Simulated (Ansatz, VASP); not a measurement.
## Re2C3: VASP beside Ansatz

```
Re C
1.0
     4.33707    0.00000    0.00000
     0.00000    4.33707    0.00000
     0.00000    0.00000    4.33707
Re C
2 3
Direct
  0.50000 0.50000 0.50000
  0.00000 0.00000 0.00000
  0.50000 0.00000 0.00000
  0.00000 0.50000 0.00000
  0.00000 0.00000 0.50000
```

Alike in both runs: task relaxation of cell and atoms; functional PBE; k mesh 4 × 4 × 4; occupations gaussian, width 0.1 eV; no spin polarisation.

|  | VASP | Ansatz |
| --- | --- | --- |
| version | VASP 6.6.1 | Ansatz 0.2.0 |
| potentials or method | VASP PAW PBE potentials, release 64 (Re, C), cutoff 600 eV | scalar-relativistic, plane waves, PAW |
| valence electrons in the cell | 26 | 42 |

|  | VASP | Ansatz | Ansatz less VASP |
| --- | --- | --- | --- |
| gap on the k mesh at the Fermi level, each at its own relaxed structure (eV) | none | none | - |
| relaxed volume (Å³/atom) | 12.22 | 12.11 | -0.111 |
| relaxed cell length with the largest relative difference (Å) | 3.938 | 3.926 | -0.0120 |

A gap of «none» marks a metal or a gap that the smearing closes. VASP's potentials hold 26 valence electrons a cell and Ansatz's 42, so a difference there can come from the potentials and not from the codes.

The k mesh is coarse, so the values compare programs but aren't converged. Neither program's run includes spin-orbit coupling. Noted on VASP's run: the volume moved by over 15 % at a fixed basis, so the end points are rough.
